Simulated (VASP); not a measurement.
Set up this calculation in VASP 6.6.1, as the native input.

```
Task                   : single point
Functional             : r2SCAN
Potentials or basis    : VASP PAW PBE potentials, release 64 (Au)
Cutoff                 : 550 eV
k mesh                 : 15 × 15 × 15
Occupations            : fermi-dirac, width 0.1 eV
Spin                   : no spin polarisation
Dipole correction      : no
Further INCAR settings : ALGO = Normal; EDIFF = 1e-06; NBANDS = 12
```

Au:

```
Au
1.0
    -1.63813    1.63813    1.63813
     1.63813   -1.63813    1.63813
     1.63813    1.63813   -1.63813
Au
1
Cartesian
  0.0000 0.0000 0.0000
```

These files were run (other wordings do the same):

POSCAR

```
Au
1.0
   -1.6381263408      1.6381263408      1.6381263408
    1.6381263408     -1.6381263408      1.6381263408
    1.6381263408      1.6381263408     -1.6381263408
Au
1
Direct
    0.0000000000      0.0000000000      0.0000000000
```

INCAR.step1

```
SYSTEM = Au
PREC = Accurate ; ENCUT = 550
ISMEAR = -1 ; SIGMA = 0.1
LREAL = .FALSE. ; LASPH = .TRUE.
NELM = 120 ; NBANDS = 12
GGA = PE ; ALGO = Normal
EDIFF = 1E-5 ; LWAVE = .TRUE.
LCHARG = .FALSE. ; GGA_COMPAT = .FALSE.
```

INCAR.step2

```
SYSTEM = Au
PREC = Accurate ; ENCUT = 550
EDIFF = 1E-6 ; ISMEAR = -1
SIGMA = 0.1 ; LREAL = .FALSE.
LASPH = .TRUE. ; NELM = 120
ALGO = Normal ; ISIF = 2
LWAVE = .FALSE. ; LCHARG = .FALSE.
METAGGA = R2SCAN ; LMIXTAU = .TRUE.
NBANDS = 12 ; ISTART = 1
GGA_COMPAT = .FALSE.
```

KPOINTS

```
Automatic mesh
0
G
  15 15 15
  0 0 0
```

Potentials or basis: VASP PAW PBE potentials, release 64 (Au).

Run with:

```sh
$ cat potpaw_PBE.64/Au/POTCAR > POTCAR
$ cp INCAR.step1 INCAR
$ mpirun -np 1 vasp_std > vasp.out
$ cp INCAR.step2 INCAR
$ mpirun -np 1 vasp_std > vasp.out
```

Results of the run:

```
Pressure : 0.7 GPa
```

Caveat: the PAW data sets were made with another functional, which shifts forces and pressure a little.

Wall time 58 s on 1 thread of Intel(R) Xeon(R) Platinum 8488C (Sapphire Rapids) (shared host), peak memory 0.16 GiB.
